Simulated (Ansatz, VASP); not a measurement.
# Two plane-wave programs on MgS

```
Mg S
1.0
     4.03462    0.00000    0.00000
    -2.01731    3.49409    0.00000
     0.00000    0.00000    6.43229
Mg S
2 2
Direct
  0.66667 0.33333 0.49575
  0.33333 0.66667 0.99575
  0.33333 0.66667 0.37924
  0.66667 0.33333 0.87924
```

Alike in both runs: task single point; functional revPBE; k mesh 3 × 3 × 1; no spin polarisation.

|  | VASP | Ansatz |
| --- | --- | --- |
| version | VASP 6.6.1 | Ansatz 0.2.0 |
| potentials or method | VASP PAW PBE potentials, release 64 (Mg, S) | scalar-relativistic, plane waves, norm-conserving potentials |
| plane-wave cutoff (eV) | 600 | 1143 |
| occupations | gaussian, width 0.01 eV | fixed |
| valence electrons in the cell | 16 | 32 |

```csv
,VASP,Ansatz,Ansatz less VASP
gap on the k mesh at the Fermi level (eV),3.60,3.60,+0.002
least direct gap on the mesh (eV),3.60,3.60,+0.002
pressure (GPa),2.1,2.2,+0.08
"traceless stress, the component that is largest in VASP (GPa)",-1.67,-1.66,+0.006
rms of the force components (eV/Å),0.027,0.027,-0.0005
```

VASP's potentials were made for PBE, not for revPBE. Atom by atom the forces differ by 0.001 eV/Å (rms over components). VASP's potentials hold 16 valence electrons a cell and Ansatz's 32, so a difference there can come from the potentials and not from the codes.

The k mesh is coarse, so the values compare programs but aren't converged.
